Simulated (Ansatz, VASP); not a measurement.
## Two plane-wave programs on Ti6H

```xyz
14
Lattice="5.6639 0.0000 0.0000 0.0000 4.5793 0.0000 0.0000 0.0000 24.5507" Properties=species:S:1:pos:R:3 pbc="T T T"
Ti    1.4160    0.0000    4.0000
Ti    4.2480    0.0000    4.0000
Ti    0.0000    2.2897    5.3219
Ti    2.8320    2.2897    5.3219
Ti    1.4160    0.0000    6.6439
Ti    4.2480    0.0000    6.6439
Ti    1.4160    2.2897    7.9952
Ti    4.2480    2.2897    7.9952
Ti    0.0000    0.0000    9.2793
Ti    2.8320    0.0000    9.2793
Ti    1.4160    2.2897   10.5507
Ti    4.2480    2.2897   10.5507
H    -0.3750    0.0000   11.6407
H     0.3750    0.0000   11.6407
```

Alike in both runs: task single point; functional PBE; k mesh 5 × 6 × 1; occupations gaussian, width 0.1 eV; no spin polarisation.

|  | VASP | Ansatz |
| --- | --- | --- |
| version | VASP 6.6.1 | Ansatz 0.2.0 |
| potentials or method | VASP PAW PBE potentials, release 64 (Ti_sv, H), cutoff 520 eV | scalar-relativistic, plane waves, PAW |
| valence electrons in the cell | 146 | 146 |

Ansatz gave:

| Quantity | Value |
| --- | --- |
| gap on the k mesh at the Fermi level (eV) | none |
| rms of the force components (eV/Å) | 0.448 |
| work function, face that differs most (eV) | 3.41 |

Problem. Which values does VASP return?

Solution. gap on the k mesh at the Fermi level (eV): none; rms of the force components (eV/Å): 0.442; work function, face that differs most (eV): 3.41.

Atom by atom the forces differ by 0.008 eV/Å (rms over components). A gap of «none» marks a metal or a gap that the smearing closes. Ansatz's warnings: vacuum below fermi.
